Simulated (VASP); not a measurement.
# S (I4_1/amd) in VASP: notebook, part 2 of 2

VASP 6.6.1.

## 3. Single point, PBE

INCAR reads:

```
SYSTEM = S
ALGO = Normal
EDIFF = 1E-7
ENCUT = 520
GGA = PE
ISIF = 2
ISMEAR = -1
LASPH = .True.
LCHARG = .True.
LELF = .True.
LREAL = .False.
LVHAR = .True.
LWAVE = .False.
NBANDS = 13
NELM = 80
PREC = Accurate
SIGMA = 0.08
```

KPOINTS reads:

```
k-points
0
Gamma
  18 18 18
  0 0 0
```

POSCAR reads:

```
S
1.0
   -2.2674139996      2.2674139996      1.1441306237
    2.2674139996     -2.2674139996      1.1441306237
    2.2674139996      2.2674139996     -1.1441306237
S
2
Direct
   -0.3750000000     -0.1250000000     -0.2500000000
    0.3750000000      0.1250000000      0.2500000000
```

Potentials or basis: VASP PAW PBE potentials, release 64 (S).

Launch:

```bash
$ cat potpaw_PBE.64/S/POTCAR > POTCAR
$ mpirun -np 1 vasp_std > vasp.out
```

OUTCAR:

```text
SYSTEM = S
   EDIFF = 1E-7
   ENCUT = 520
   GGA = PE
   ISIF = 2
   ISMEAR = -1
   LASPH = .True.
   LREAL = .False.
   NELM = 80
   PREC = Accurate

 ion  position               nearest neighbor table
   1  0.625  0.875  0.750-   2 2.34   2 2.34   2 2.34   2 2.34
   2  0.375  0.125  0.250-   1 2.34   1 2.34   1 2.34   1 2.34

  LATTYP: Found a body centered tetragonal cell.
 ALAT       =     4.5348279992
 C/A-ratio  =     0.5045971419

  Lattice vectors:

 A1 = (  -2.2674139996,   2.2674139996,   1.1441306237)
 A2 = (   2.2674139996,  -2.2674139996,   1.1441306237)
 A3 = (   2.2674139996,   2.2674139996,  -1.1441306237)

Analysis of symmetry for initial positions (statically):
=====================================================================
 Subroutine PRICEL returns:
 Original cell was already a primitive cell.

 Routine SETGRP: Setting up the symmetry group for a
 body centered tetragonal supercell.

 Subroutine GETGRP returns: Found 16 space group operations
 (whereof  4 operations were pure point group operations)
 out of a pool of 16 trial point group operations.

The static configuration has the point symmetry C_2h.
 The point group associated with its full space group is D_4h.

Analysis of symmetry for dynamics (positions and initial velocities):
=====================================================================
 Subroutine PRICEL returns:
 Original cell was already a primitive cell.

 Routine SETGRP: Setting up the symmetry group for a
 body centered tetragonal supercell.

 Subroutine GETGRP returns: Found 16 space group operations
 (whereof  4 operations were pure point group operations)
 out of a pool of 16 trial point group operations.

The dynamic configuration has the point symmetry C_2h.
 The point group associated with its full space group is D_4h.

 Subroutine INISYM returns: Found 16 space group operations
 (whereof  4 operations are pure point group operations),
 and found     1 'primitive' translations

----------------------------------------------------------------------------------------

                                     Primitive cell

  volume of cell :      23.5287

  direct lattice vectors                    reciprocal lattice vectors
    -2.267414000  2.267414000  1.144130624     0.000000000  0.220515530  0.437013038
     2.267414000 -2.267414000  1.144130624     0.220515530  0.000000000  0.437013038
     2.267414000  2.267414000 -1.144130624     0.220515530  0.220515530  0.000000000

  length of vectors
     3.404609724  3.404609724  3.404609724     0.489497185  0.489497185  0.311856053

  position of ions in fractional coordinates (direct lattice)
     0.625000000  0.875000000  0.750000000
     0.375000000  0.125000000  0.250000000

  ion indices of the primitive-cell ions
   primitive index   ion index
                 1           1
                 2           2

----------------------------------------------------------------------------------------

 KPOINTS: k-points

Automatic generation of k-mesh.
 Grid dimensions read from file:
 generate k-points for:   18   18   18

 Generating k-lattice:

[... 23 lines left out ...]
  0.277778  0.000000  0.000000      8.000000
[... 16 lines left out ...]
 -0.277778  0.055556  0.000000     16.000000
 -0.222222  0.055556  0.000000     16.000000
 [... further k-points ...]
   k-points           NKPTS =    480   k-points in BZ     NKDIM =    480   number of bands    NBANDS=     13
   number of dos      NEDOS =    301   number of ions     NIONS =      2
   total plane-waves  NPLWV =  21952
   dimension x,y,z NGX =    28 NGY =   28 NGZ =   28
   dimension x,y,z NGXF=    56 NGYF=   56 NGZF=   56
   ions per type =               2
   NGX,Y,Z   is equivalent  to a cutoff of  13.67, 13.67, 13.67 a.u.
   NGXF,Y,Z  is equivalent  to a cutoff of  27.34, 27.34, 27.34 a.u.
 SYSTEM =  S
   PREC   = accura    normal or accurate (medium, high low for compatibility)
   ISTART =      0    job   : 0-new  1-cont  2-samecut
   ICHARG =      2    charge: 1-file 2-atom 10-const
   ISPIN  =      1    spin polarized calculation?
   LNONCOLLINEAR =      F non collinear calculations
   LSORBIT =      F    spin-orbit coupling
   LASPH  =      T    aspherical Exc in radial PAW
   ENCUT  =  520.0 eV  38.22 Ry    6.18 a.u.   6.33  6.33  6.33*2*pi/ulx,y,z
   NELM   =     80;   NELMIN=  2; NELMDL= -5     # of ELM steps
   EDIFF  = 0.1E-06   stopping-criterion for ELM
   LREAL  =      F    real-space projection
   EDIFFG = 0.1E-05   stopping-criterion for IOM
   NSW    =      0    number of steps for IOM
   IBRION =     -1    ionic relax: 0-MD 1-quasi-New 2-CG
   NFREE  =      0    steps in history (QN), initial steepest desc. (CG)
   ISIF   =      2    stress and relaxation
   ISYM   =      2    0-nonsym 1-usesym 2-fastsym
   POTIM  = 0.5000    time-step for ionic-motion
   TEBEG  =    0.0;   TEEND  =   0.0 temperature during run
   PSTRESS=    0.0 pullay stress
   NELECT =      12.0000    total number of electrons
   NUPDOWN=      -1.0000    fix difference up-down
   EMIN   =  10.00;   EMAX   =-10.00  energy-range for DOS
   EFERMI =   0.00;   METHOD = LEGACY
   ISMEAR =    -1;   SIGMA  =   0.08  broadening in eV -4-tet -1-fermi 0-gaus
   EFERMI_NEDOS =   21; number of points for ismear=-14 and -15
   IALGO  =     38    algorithm
   IMIX   =      4    mixing-type and parameters
     AMIX     =   0.40;   BMIX     =  1.00
     AMIX_MAG =   1.60;   BMIX_MAG =  1.00
  volume/ion in A,a.u.               =      11.76        79.39
  Fermi-wavevector in a.u.,A,eV,Ry     =   1.307985  2.471734 23.277191  1.710825
  Thomas-Fermi vector in A             =   2.438683
   LORBIT       =      0    0 simple, 1 ext, 2 COOP (PROOUT), +10 PAW based schemes
   GGA     = PE    functional components
   LHFCALC =     F    Hartree Fock is set to
   AEXX    =    0.0000 exact exchange contribution
   IVDW    =     0    specifies the selected vdW correction
   LEPSILON=     F    determine dielectric tensor
   LRPA    =     F    only Hartree local field effects (RPA)
 non-spin polarized calculation
  energy-cutoff  :      520.00
  volume of cell :       23.53
 maximum number of plane-waves:       656
 NGX is ok and might be reduce to    28
   NGX = 13   NGY = 13   NGZ = 13

 number of electron      12.0000001 magnetization

 Free energy of the ion-electron system (eV)
  ---------------------------------------------------
  ext. energy  EPLUGINS =         0.00000000
  ---------------------------------------------------
  free energy    TOTEN  =        -4.89840869 eV

  energy without entropy =       -4.87669618  energy(sigma->0) =       -4.88755243

 E-fermi :  13.1552     XC(G=0): -12.5033

 val. band max:       13.1480690721   @ k =  -0.2222   0.1111   0.0556
 cond. band min:      13.1552919800   @ k =  -0.0556   0.4444   0.0556
 fundamental gap:      0.0072229079
 Fermi energy:        13.1552057692

 k-point     1 :       0.0000    0.0000    0.0000
  band No.  band energies     occupation
      1      -8.1667      2.00000
      2       1.3811      2.00000
      3       4.8802      2.00000
      4       4.8802      2.00000
      5      13.0108      1.71747
      6      15.4472      0.00000
      7      15.4472      0.00000
      8      17.6739      0.00000
      9      18.2749      0.00000
     10      20.4293      0.00000
     11      21.6168      0.00000
     12      25.0610      0.00000
     13      29.2895      0.00000
[... 354 lines left out ...]
  band No.  band energies     occupation
      1      -7.1091      2.00000
      2       0.6783      2.00000
      3       4.9416      2.00000
      4       7.2426      2.00000
      5      12.3063      1.99995
      6      13.3062      0.26294
      7      14.3971      0.00000
      8      15.0430      0.00000
      9      15.6583      0.00000
     10      21.3617      0.00000
     11      22.9949      0.00000
     12      23.9480      0.00000
     13      26.8121      0.00000

 [... further k-points ...]

------------------------ aborting loop because EDIFF is reached ----------------------------------------

  FORCE on cell =-STRESS in cart. coord.  units (eV):
  Direction    XX          YY          ZZ          XY          YZ          ZX
  --------------------------------------------------------------------------------------
  -------------------------------------------------------------------------------------
  Total        8.4536742      8.4536742      8.4157594      0.0000000     -0.0000000      0.0000000
  in kB      575.6504385    575.6504385    573.0686428      0.0000000     -0.0000000      0.0000000
  external PRESSURE =     574.7898399 kB  Pullay stress =       0.0000000 kB

 VOLUME and BASIS-vectors are now :
 -----------------------------------------------------------------------------
  energy-cutoff  :      520.00
  volume of cell :       23.53
      direct lattice vectors                 reciprocal lattice vectors
    -2.267414000  2.267414000  1.144130624     0.000000000  0.220515530  0.437013038
     2.267414000 -2.267414000  1.144130624     0.220515530  0.000000000  0.437013038
     2.267414000  2.267414000 -1.144130624     0.220515530  0.220515530  0.000000000

 POSITION                                       TOTAL-FORCE (eV/Angst)
 -----------------------------------------------------------------------------------
      2.26741      1.13371      0.85810         0.000000     -0.000000      0.000000
      0.00000      1.13371      0.28603        -0.000000      0.000000     -0.000000
 -----------------------------------------------------------------------------------
    total drift:                               -0.000000      0.000000     -0.000000

  FREE ENERGIE OF THE ION-ELECTRON SYSTEM (eV)
  ---------------------------------------------------
  free  energy   TOTEN  =        -4.8984086889 eV

  energy  without entropy=       -4.8766961795  energy(sigma->0) =       -4.88755243
```

stdout:

```text
POSCAR found type information on POSCAR S
 POSCAR found :  1 types and       2 ions
 scaLAPACK will be used
 LDA part: xc-table for (Slater+PW92), standard interpolation
 POSCAR, INCAR and KPOINTS ok, starting setup
 FFT: planning ... GRIDC
 FFT: planning ... GRID_SOFT
 FFT: planning ... GRID
 WAVECAR not read
 entering main loop
```

Wall time 2 min (1 thread of Intel Xeon Platinum 8259CL at 2.50GHz (Skylake/Cascade Lake), shared host); peak memory 0.23 GiB.

Results:

```
Free energy            : -4.8984 eV
Pressure               : 57.5 GPa
Band gap on the k mesh : zero (bands 6 and 7 overlap by 7.07 eV)
```

Caveat: the cell stands under pressure.
